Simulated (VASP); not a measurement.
Runs of VASP 6.6.1 on Ru. The structure is that of space group P6_3/mmc (No. 194), or close to it. The cells are those of the table. 

```csv
potentials or basis,spin,cell,k mesh,cutoff (eV),smearing,gap on the mesh (eV),pressure (GPa)
"VASP PAW PBE potentials, release 64 (Ru_pv)","collinear, ferromagnetic start","a = 2.706, b = 2.706, c = 4.255 Å, angles 90.0, 90.0, 120.0°, 2 atoms",22 × 22 × 12,550,fermi-dirac 0.05 eV,none,(a)
"VASP PAW PBE potentials, release 64 (Ru_sv)",off,"a = 2.706, b = 2.706, c = 4.258 Å, angles 90.0, 90.0, 120.0°, 2 atoms",11 × 11 × 6,620,fermi-dirac 0.1 eV,none,0.2
"VASP PAW PBE potentials, release 64 (Ru_sv)",off,"a = 2.706, b = 2.706, c = 4.258 Å, angles 90.0, 90.0, 120.0°, 2 atoms",13 × 13 × 8,620,methfessel-paxton 0.6 eV,none,-0.2
"VASP PAW PBE potentials, release 64 (Ru_sv)",off,"a = 2.706, b = 2.706, c = 4.258 Å, angles 90.0, 90.0, 120.0°, 2 atoms",14 × 14 × 8,620,fermi-dirac 0.1 eV,none,0.2
"VASP PAW PBE potentials, release 64 (Ru_sv)",off,"a = 2.706, b = 2.706, c = 4.258 Å, angles 90.0, 90.0, 120.0°, 2 atoms",13 × 13 × 8,620,fermi-dirac 0.2 eV,none,0.9
```

Alike in all rows: task single point; level r2SCAN.

Question: Estimate the missing entries.

Answer: (a) 1.5.

Caveats: the PAW data sets were made with another functional, which shifts forces and pressure a little; an empty level that is flat over the whole mesh can mark a ghost state of the potentials, or a narrow d or f band (at least some runs); so wide a smearing shifts energies and pressures (at least some runs).

A k mesh can miss the band edges, and the runs leave out spin-orbit coupling on Ru.

A gap of «none» marks levels without a gap at the run's occupations.

The runs don't all hold the same shells in valence.
